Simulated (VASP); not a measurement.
# Al (I4/mmm) in VASP: notebook

The runs below take Al through single point, with PBE.

Program: VASP 6.6.1. These are calculated values, not measurements. Logs are shortened: lines on timing, memory, paths and dates and some standing lists are left out, and cuts for length are marked.

## 1. The cell of the first run

Symmetry: I4/mmm, No. 139, tetragonal system. The conventional cell has a = 3.158 Å, b = 3.158 Å, c = 3.667 Å, α = 90.00°, β = 90.00°, γ = 90.00°. Within 3.8 Å of Al (site symmetry 4/mmm) lie 14 Al at 2.89 to 3.67 Å.

## 2. Single point, PBE (volume 18.282 Å^3 an atom, c/a of the conventional cell 1.1612)

Contents of INCAR:

```
SYSTEM = Al
PREC = Accurate ; ENCUT = 520
EDIFF = 1E-7 ; ISMEAR = 0
SIGMA = 0.15 ; LREAL = .FALSE.
LASPH = .TRUE. ; NELM = 80
ALGO = Fast ; ISIF = 2
LWAVE = .FALSE. ; LCHARG = .TRUE.
GGA = PE ; LELF = .TRUE.
LVHAR = .TRUE. ; NBANDS = 8
```

Contents of KPOINTS:

```
regular mesh
0
G
  22 22 22
  0 0 0
```

Contents of POSCAR:

```
Al
1.0
   -1.5788912891      1.5788912891      1.8334085649
    1.5788912891     -1.5788912891      1.8334085649
    1.5788912891      1.5788912891     -1.8334085649
Al
1
Direct
    0.0000000000      0.0000000000      0.0000000000
```

Potentials or basis: VASP PAW PBE potentials, release 64 (Al).

On the command line:

```bash
$ cat potpaw_PBE.64/Al/POTCAR > POTCAR
$ mpirun -np 1 vasp_std > vasp.out
```

OUTCAR:

```text
SYSTEM = Al
   PREC = Accurate
   ENCUT = 520
   EDIFF = 1E-7
   ISMEAR = 0
   LREAL = .FALSE.
   LASPH = .TRUE.
   NELM = 80
   ISIF = 2
   GGA = PE

 ion  position               nearest neighbor table
   1  0.000  0.000  0.000-

  LATTYP: Found a body centered tetragonal cell.
 ALAT       =     3.1577825782
 C/A-ratio  =     1.1612000000

  Lattice vectors:

 A1 = (  -1.5788912891,   1.5788912891,   1.8334085649)
 A2 = (   1.5788912891,  -1.5788912891,   1.8334085649)
 A3 = (   1.5788912891,   1.5788912891,  -1.8334085649)

Analysis of symmetry for initial positions (statically):
=====================================================================
 Subroutine PRICEL returns:
 Original cell was already a primitive cell.

 Routine SETGRP: Setting up the symmetry group for a
 body centered tetragonal supercell.

 Subroutine GETGRP returns: Found 16 space group operations
 (whereof 16 operations were pure point group operations)
 out of a pool of 16 trial point group operations.

The static configuration has the point symmetry D_4h.

Analysis of symmetry for dynamics (positions and initial velocities):
=====================================================================
 Subroutine PRICEL returns:
 Original cell was already a primitive cell.

 Routine SETGRP: Setting up the symmetry group for a
 body centered tetragonal supercell.

 Subroutine GETGRP returns: Found 16 space group operations
 (whereof 16 operations were pure point group operations)
 out of a pool of 16 trial point group operations.

The dynamic configuration has the point symmetry D_4h.

 Subroutine INISYM returns: Found 16 space group operations
 (whereof 16 operations are pure point group operations),
 and found     1 'primitive' translations

----------------------------------------------------------------------------------------

                                     Primitive cell

  volume of cell :      18.2820

  direct lattice vectors                    reciprocal lattice vectors
    -1.578891289  1.578891289  1.833408565     0.000000000  0.316677914  0.272716082
     1.578891289 -1.578891289  1.833408565     0.316677914  0.000000000  0.272716082
     1.578891289  1.578891289 -1.833408565     0.316677914  0.316677914  0.000000000

  length of vectors
     2.889149074  2.889149074  2.889149074     0.417922197  0.417922197  0.447850201

  position of ions in fractional coordinates (direct lattice)
     0.000000000  0.000000000  0.000000000

  ion indices of the primitive-cell ions
   primitive index   ion index
                 1           1

----------------------------------------------------------------------------------------

 KPOINTS: regular mesh

Automatic generation of k-mesh.
 Grid dimensions read from file:
 generate k-points for:   22   22   22

 Generating k-lattice:

  Cartesian coordinates                     Fractional coordinates (reciprocal lattice)
     0.000000000  0.014394451  0.012396186     0.045454545  0.000000000  0.000000000
     0.014394451  0.000000000  0.012396186     0.000000000  0.045454545  0.000000000
     0.014394451  0.014394451  0.000000000     0.000000000  0.000000000  0.045454545

  Length of vectors
     0.018996463  0.018996463  0.020356827

  Shift w.r.t. Gamma in fractional coordinates (k-lattice)
     0.000000000  0.000000000  0.000000000

 Subroutine IBZKPT returns following result:
 ===========================================

 Found    834 irreducible k-points:

 Following reciprocal coordinates:
            Coordinates               Weight
  0.000000  0.000000  0.000000      1.000000
  0.045455  0.000000 -0.000000      8.000000
  0.090909  0.000000 -0.000000      8.000000
  0.136364  0.000000  0.000000      8.000000
  0.181818  0.000000  0.000000      8.000000
  0.227273 -0.000000  0.000000      8.000000
[... 16 lines left out ...]
  0.500000  0.045455 -0.000000     16.000000
 -0.454545  0.045455 -0.000000     16.000000
 [... further k-points ...]
   k-points           NKPTS =    834   k-points in BZ     NKDIM =    834   number of bands    NBANDS=      8
   number of dos      NEDOS =    301   number of ions     NIONS =      1
   total plane-waves  NPLWV =  13824
   dimension x,y,z NGX =    24 NGY =   24 NGZ =   24
   dimension x,y,z NGXF=    48 NGYF=   48 NGZF=   48
   ions per type =               1
   NGX,Y,Z   is equivalent  to a cutoff of  13.81, 13.81, 13.81 a.u.
   NGXF,Y,Z  is equivalent  to a cutoff of  27.62, 27.62, 27.62 a.u.
 SYSTEM =  Al
   PREC   = accura    normal or accurate (medium, high low for compatibility)
   ISTART =      0    job   : 0-new  1-cont  2-samecut
   ICHARG =      2    charge: 1-file 2-atom 10-const
   ISPIN  =      1    spin polarized calculation?
   LNONCOLLINEAR =      F non collinear calculations
   LSORBIT =      F    spin-orbit coupling
   LASPH  =      T    aspherical Exc in radial PAW
   ENCUT  =  520.0 eV  38.22 Ry    6.18 a.u.   5.37  5.37  5.37*2*pi/ulx,y,z
   NELM   =     80;   NELMIN=  2; NELMDL= -5     # of ELM steps
   EDIFF  = 0.1E-06   stopping-criterion for ELM
   LREAL  =      F    real-space projection
   EDIFFG = 0.1E-05   stopping-criterion for IOM
   NSW    =      0    number of steps for IOM
   IBRION =     -1    ionic relax: 0-MD 1-quasi-New 2-CG
   NFREE  =      0    steps in history (QN), initial steepest desc. (CG)
   ISIF   =      2    stress and relaxation
   ISYM   =      2    0-nonsym 1-usesym 2-fastsym
   POTIM  = 0.5000    time-step for ionic-motion
   TEBEG  =    0.0;   TEEND  =   0.0 temperature during run
   PSTRESS=    0.0 pullay stress
   NELECT =       3.0000    total number of electrons
   NUPDOWN=      -1.0000    fix difference up-down
   EMIN   =  10.00;   EMAX   =-10.00  energy-range for DOS
   EFERMI =   0.00;   METHOD = LEGACY
   ISMEAR =     0;   SIGMA  =   0.15  broadening in eV -4-tet -1-fermi 0-gaus
   EFERMI_NEDOS =   21; number of points for ismear=-14 and -15
   IALGO  =     68    algorithm
   IMIX   =      4    mixing-type and parameters
     AMIX     =   0.40;   BMIX     =  1.00
     AMIX_MAG =   1.60;   BMIX_MAG =  1.00
  volume/ion in A,a.u.               =      18.28       123.37
  Fermi-wavevector in a.u.,A,eV,Ry     =   0.896274  1.693712 10.929650  0.803307
  Thomas-Fermi vector in A             =   2.018711
   LORBIT       =      0    0 simple, 1 ext, 2 COOP (PROOUT), +10 PAW based schemes
   GGA     = PE    functional components
   LHFCALC =     F    Hartree Fock is set to
   AEXX    =    0.0000 exact exchange contribution
   IVDW    =     0    specifies the selected vdW correction
   LEPSILON=     F    determine dielectric tensor
   LRPA    =     F    only Hartree local field effects (RPA)
 non-spin polarized calculation
 RMM-DIIS sequential band-by-band and
 Gauss-broadening in eV      SIGMA  =   0.15
  energy-cutoff  :      520.00
  volume of cell :       18.28
 maximum number of plane-waves:       515
 NGX is ok and might be reduce to    24
   NGX = 11   NGY = 11   NGZ = 11

 number of electron       3.0000000 magnetization

 Free energy of the ion-electron system (eV)
  ---------------------------------------------------
  ext. energy  EPLUGINS =         0.00000000
  ---------------------------------------------------
  free energy    TOTEN  =        -3.66220762 eV

  energy without entropy =       -3.65705947  energy(sigma->0) =       -3.65963354

 E-fermi :   6.9300     XC(G=0):  -9.8327

 val. band max:        6.9299805458   @ k =  -0.3182  -0.3182   0.0909
 cond. band min:       6.9305782466   @ k =   0.5000   0.5000   0.3636
 fundamental gap:      0.0005977008
 Fermi energy:         6.9300477234

 k-point     1 :       0.0000    0.0000    0.0000
  band No.  band energies     occupation
      1      -3.4717      2.00000
      2      18.9170      0.00000
      3      18.9170      0.00000
      4      19.6892      0.00000
      5      20.1607      0.00000
      6      20.1607      0.00000
      7      20.7320      0.00000
      8      21.9285      0.00000

 k-point     2 :       0.0455    0.0000   -0.0000
  band No.  band energies     occupation
      1      -3.4183      2.00000
      2      17.9622      0.00000
      3      18.5560      0.00000
      4      19.6423      0.00000
      5      20.2991      0.00000
      6      20.4580      0.00000
      7      20.9862      0.00000
      8      21.8146      0.00000

 k-point     3 :       0.0909    0.0000   -0.0000
  band No.  band energies     occupation
      1      -3.2581      2.00000
      2      16.3673      0.00000
      3      17.9472      0.00000
      4      19.1760      0.00000
      5      20.4366      0.00000
      6      20.8563      0.00000
      7      21.1081      0.00000
      8      22.0864      0.00000

 k-point     4 :       0.1364    0.0000    0.0000
  band No.  band energies     occupation
      1      -2.9915      2.00000
      2      14.6497      0.00000
      3      17.3584      0.00000
      4      18.7542      0.00000
      5      19.8295      0.00000
      6      21.0629      0.00000
      7      21.3303      0.00000
      8      22.7306      0.00000

 k-point     5 :       0.1818    0.0000    0.0000
  band No.  band energies     occupation
      1      -2.6190      2.00000
      2      12.9324      0.00000
      3      16.8380      0.00000
      4      18.3829      0.00000
      5      19.1101      0.00000
      6      20.8725      0.00000
      7      21.4038      0.00000
      8      22.8494      0.00000

 k-point     6 :       0.2273   -0.0000    0.0000
  band No.  band energies     occupation
      1      -2.1414      2.00000
      2      11.2604      0.00000
      3      16.3985      0.00000
      4      18.0627      0.00000
      5      18.4139      0.00000
      6      20.3923      0.00000
      7      21.4344      0.00000
      8      23.4948      0.00000

 k-point     7 :       0.2727    0.0000    0.0000
  band No.  band energies     occupation
      1      -1.5596      2.00000
      2       9.6539      0.00000
      3      16.0441      0.00000
      4      17.7819      0.00000
      5      17.7988      0.00000
      6      19.8302      0.00000
      7      21.5937      0.00000
      8      24.3207      0.00000

 k-point     8 :       0.3182    0.0000    0.0000
  band No.  band energies     occupation
      1      -0.8748      2.00000
      2       8.1235      0.00000
      3      15.7752      0.00000
      4      17.2321      0.00000
      5      17.5966      0.00000
      6      19.3052      0.00000
      7      21.8598      0.00000
      8      25.2415      0.00000

 k-point     9 :       0.3636    0.0000   -0.0000
  band No.  band energies     occupation
      1      -0.0882      2.00000
      2       6.6758      1.98348
      3      15.5896      0.00000
      4      16.7756      0.00000
      5      17.4591      0.00000
      6      18.8551      0.00000
      7      22.2231      0.00000
      8      26.2129      0.00000

 k-point    10 :       0.4091    0.0000   -0.0000
  band No.  band energies     occupation
      1       0.7987      2.00000
      2       5.3151      2.00000
      3      15.4807      0.00000
      4      16.4235      0.00000
      5      17.3836      0.00000
      6      18.5012      0.00000
      7      22.6724      0.00000
      8      25.7031      0.00000
[... 78 lines left out ...]
 k-point    18 :       0.2727    0.0455    0.0000
  band No.  band energies     occupation
      1      -1.2375      2.00000
      2       9.0336      0.00000
      3      14.9493      0.00000
      4      17.2907      0.00000
      5      18.1648      0.00000
      6      20.4517      0.00000
      7      22.5715      0.00000
      8      23.9820      0.00000

 k-point    19 :       0.3182    0.0455   -0.0000
  band No.  band energies     occupation
      1      -0.5095      2.00000
      2       7.5381      0.00000
      3      14.7273      0.00000
      4      16.8174      0.00000
      5      17.9253      0.00000
      6      19.9850      0.00000
      7      22.8808      0.00000
      8      24.9181      0.00000

 k-point    20 :       0.3636    0.0455   -0.0000
  band No.  band energies     occupation
      1       0.3198      2.00000
      2       6.1273      2.00000
      3      14.5966      0.00000
      4      16.4084      0.00000
      5      17.7916      0.00000
      6      19.5634      0.00000
      7      23.2592      0.00000
      8      25.4211      0.00000

 k-point    21 :       0.4091    0.0455    0.0000
  band No.  band energies     occupation
      1       1.2486      2.00000
      2       4.8049      2.00000
      3      14.5572      0.00000
      4      16.0788      0.00000
      5      17.7543      0.00000
      6      19.2109      0.00000
      7      23.5755      0.00000
      8      24.7700      0.00000

 k-point    22 :       0.4545    0.0455    0.0000
  band No.  band energies     occupation
      1       2.2753      2.00000
      2       3.5740      2.00000
      3      14.6083      0.00000
      4      15.8365      0.00000
      5      17.8074      0.00000
      6      18.9388      0.00000
      7      23.3588      0.00000
      8      24.8246      0.00000

 k-point    23 :       0.5000    0.0455   -0.0000
  band No.  band energies     occupation
      1       2.4367      2.00000
      2       3.3984      2.00000
      3      14.7477      0.00000
      4      15.6874      0.00000
      5      17.9419      0.00000
      6      18.7570      0.00000
      7      22.7911      0.00000
      8      25.4105      0.00000

 k-point    24 :      -0.4545    0.0455   -0.0000
  band No.  band energies     occupation
      1       1.3954      2.00000
      2       4.6152      2.00000
      3      14.9684      0.00000
      4      15.6395      0.00000
      5      18.1309      0.00000
      6      18.6892      0.00000
      7      22.2388      0.00000
      8      26.1633      0.00000

 [... further k-points ...]
[... 5 lines left out ...]
  --------------------------------------------------------------------------------------
  -------------------------------------------------------------------------------------
  Total       -0.7824365     -0.7824365     -0.1461106      0.0000000     -0.0000000      0.0000000
  in kB      -68.5702901    -68.5702901    -12.8046759      0.0000000     -0.0000000      0.0000000
  external PRESSURE =     -49.9817520 kB  Pullay stress =       0.0000000 kB

 VOLUME and BASIS-vectors are now :
 -----------------------------------------------------------------------------
  energy-cutoff  :      520.00
  volume of cell :       18.28
      direct lattice vectors                 reciprocal lattice vectors
    -1.578891289  1.578891289  1.833408565     0.000000000  0.316677914  0.272716082
     1.578891289 -1.578891289  1.833408565     0.316677914  0.000000000  0.272716082
     1.578891289  1.578891289 -1.833408565     0.316677914  0.316677914  0.000000000

 POSITION                                       TOTAL-FORCE (eV/Angst)
 -----------------------------------------------------------------------------------
      0.00000      0.00000      0.00000         0.000000     -0.000000      0.000000
 -----------------------------------------------------------------------------------
    total drift:                               -0.000000      0.000000      0.000000

  FREE ENERGIE OF THE ION-ELECTRON SYSTEM (eV)
  ---------------------------------------------------
  free  energy   TOTEN  =        -3.6622076230 eV

  energy  without entropy=       -3.6570594665  energy(sigma->0) =       -3.65963354
```

It took 2 min on 1 thread of AMD EPYC 7R43 (Zen 3), shared host; peak memory 0.18 GiB.

Results:

```yaml
Free_energy: -3.6622 eV
Pressure: -5.0 GPa
```

Levels at points of the mesh, in eV from the Fermi level:
```csv
k point,band 1,band 2,band 3,band 4,band 5,band 6
"(0.00, 0.00, 0.00)",-10.40,11.99,11.99,12.76,13.23,13.23
"(0.50, 0.00, 0.00)",-4.07,-4.05,8.49,9.18,10.42,11.25
"(0.50, 0.50, 0.00)",-3.42,-2.82,6.08,6.46,7.28,9.52
"(0.50, 0.50, 0.50)",-0.50,1.21,3.11,3.11,3.99,5.85
```

[end of part 1 of 2]
